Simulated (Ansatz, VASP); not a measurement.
**One calculation of HfB, two programs**

Contents of INCAR:

```
PREC = Accurate
ENCUT = 520
EDIFF = 1E-8
ISMEAR = -1
SIGMA = 0.05
LREAL = False
LASPH = True
NELM = 60
ALGO = Normal
ISIF = 2
LWAVE = False
LCHARG = False
GGA = CA
LEFG = True
NBANDS = 14
```

The input KPOINTS:

```
regular mesh
0
Gamma
  15 15 15
```

File POSCAR:

```
HfB
1.0
    0.0000000000      2.3252984591      2.3252984591
    2.3252984591      0.0000000000      2.3252984591
    2.3252984591      2.3252984591      0.0000000000
Hf B
1 1
Direct
    0.5000000000      0.5000000000      0.5000000000
    0.0000000000      0.0000000000      0.0000000000
```

Input for Ansatz:

```yaml
crystal:
  lattice:
    - [0.0, 2.3252984591, 2.3252984591]
    - [2.3252984591, 0.0, 2.3252984591]
    - [2.3252984591, 2.3252984591, 0.0]
  atoms:
    - { symbol: Hf, position: [0.5, 0.5, 0.5] }
    - { symbol: B, position: [0.0, 0.0, 0.0] }
kpoints:
  mp_grid: { grid: [15, 15, 15] }
scf:
  occupations: { method: fermi_dirac, width: 0.05 }
hamiltonian:
  xc: lda
  pseudopotentials: { kind: all_electron, datasets: crystal }
output:
  forces: true
  stress: true
  eigenvalues: true
  efg: { contact_densities: true }
```

Change from the starting cell: volume scaled by 1.02, crystal datasets.

Alike in both runs: task electric field gradients; functional LDA; k mesh 15 × 15 × 15; occupations fermi-dirac, width 0.05 eV; no spin polarisation.

|  | VASP | Ansatz |
| --- | --- | --- |
| version | VASP 6.6.1 | Ansatz 0.2.0 |
| potentials or method | VASP PAW LDA potentials, release 64 (Hf_pv, B), cutoff 520 eV | all-electron PAW with datasets made for the crystal, scalar-relativistic |

VASP gave:

```
pressure (GPa) : 14.9
```

Q: What did Ansatz give for the same quantities?

A: Pressure (GPa): 13.4.

LDA's correlation is that of Perdew and Zunger in VASP and of Perdew and Wang (1992) in Ansatz. Ansatz ran all-electron here, and VASP with PAW potentials.

Neither program's run includes spin-orbit coupling.
